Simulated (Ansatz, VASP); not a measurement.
Two plane-wave programs on TiO2

The input POSCAR:

```
TiO2
1.0
    5.5822227355      0.0000000000      0.0000000000
   -2.7911113678      4.8343466985      0.0000000000
    0.0000000000      0.0000000000      6.0824678800
Ti O
3 6
Direct
    0.4669367500      0.0000000000      0.3333333333
    0.0000000000      0.4669367500      0.6666666667
    0.5330632500      0.5330632500      0.0000000000
    0.5810657200      0.8514331800      0.1206639333
    0.7296325400      0.1485668200      0.5460027333
    0.2703674600      0.4189342800      0.7873306000
    0.8514331800      0.5810657200      0.8793360667
    0.1485668200      0.7296325400      0.4539972667
    0.4189342800      0.2703674600      0.2126694000
```

Contents of INCAR.step1:

```
ALGO = Normal
EDIFF = 1E-4
ENCUT = 520
GGA = PE
ISMEAR = -1
LASPH = True
LCHARG = False
LREAL = False
LWAVE = True
NBANDS = 46
NELM = 80
PREC = Accurate
SIGMA = 0.05
```

The input INCAR.step2:

```
ALGO = Normal
EDIFF = 1E-6
ENCUT = 520
ISIF = 2
ISMEAR = -1
ISTART = 1
LASPH = True
LCHARG = False
LMIXTAU = True
LREAL = False
LWAVE = False
METAGGA = R2SCAN
NBANDS = 46
NELM = 80
PREC = Accurate
SIGMA = 0.05
```

The input KPOINTS:

```
k-points
0
Gamma
  6 6 5
```

The input input.yaml:

```yaml
crystal:
  lattice:
    - [5.5822227355, 0.0, 0.0]
    - [-2.7911113678, 4.8343466985, 0.0]
    - [0.0, 0.0, 6.08246788]
  atoms:
    - { symbol: Ti, position: [0.46693675, 0.0, 0.3333333333] }
    - { symbol: Ti, position: [0.0, 0.46693675, 0.6666666667] }
    - { symbol: Ti, position: [0.53306325, 0.53306325, 0.0] }
    - { symbol: O, position: [0.58106572, 0.85143318, 0.1206639333] }
    - { symbol: O, position: [0.72963254, 0.14856682, 0.5460027333] }
    - { symbol: O, position: [0.27036746, 0.41893428, 0.7873306] }
    - { symbol: O, position: [0.85143318, 0.58106572, 0.8793360667] }
    - { symbol: O, position: [0.14856682, 0.72963254, 0.4539972667] }
    - { symbol: O, position: [0.41893428, 0.27036746, 0.2126694] }
hamiltonian:
  xc: r2scan
  pseudopotentials: { kind: paw }
kpoints:
  mp_grid: { grid: [6, 6, 5] }
  band_path:
    path:
      - [[0.0, 0.0, 0.0], [0.5, 0.0, 0.0], [0.3333333333, 0.3333333333, 0.0], [0.0, 0.0, 0.0], [0.0, 0.0, 0.5], [0.5, 0.0, 0.5], [0.3333333333, 0.3333333333, 0.5], [0.0, 0.0, 0.5]]
      - [[0.5, 0.0, 0.5], [0.5, 0.0, 0.0]]
      - [[0.3333333333, 0.3333333333, 0.0], [0.3333333333, 0.3333333333, 0.5]]
    npoints: 10
scf:
  occupations: { method: fermi_dirac, width: 0.05 }
  n_extra_bands: 22
output:
  forces: true
  stress: true
  eigenvalues: true
  fatbands: true
```

Alike in both runs: functional r2SCAN; k mesh 6 × 6 × 5; occupations fermi-dirac, width 0.05 eV; no spin polarisation.

```csv
,VASP,Ansatz
version,VASP 6.6.1,Ansatz 0.2.0
potentials or method,"VASP PAW PBE potentials, release 64 (Ti_sv, O)",Ansatz PAW
plane-wave cutoff (eV),520,500
valence electrons in the cell,72,72
task,single point,band structure
```

Ansatz gave:

* gap on the k mesh at the Fermi level (eV): 4.08
* least direct gap on the mesh (eV): 4.09
* pressure (GPa): -1.0
* rms of the force components (eV/Å): 0.038

Problem. What did VASP give for the same quantities?

Solution. gap on the k mesh at the Fermi level (eV): 4.08; least direct gap on the mesh (eV): 4.09; pressure (GPa): -0.3; rms of the force components (eV/Å): 0.009.

VASP's potentials were made for PBE, not for r2SCAN. Atom by atom the forces differ by 0.030 eV/Å (rms over components). The functional is the same, so the differences come from potentials, cutoffs and numerics.

Noted on Ansatz's run: the k mesh misses the band edges, so the gap on the mesh is wider than the one along the path.
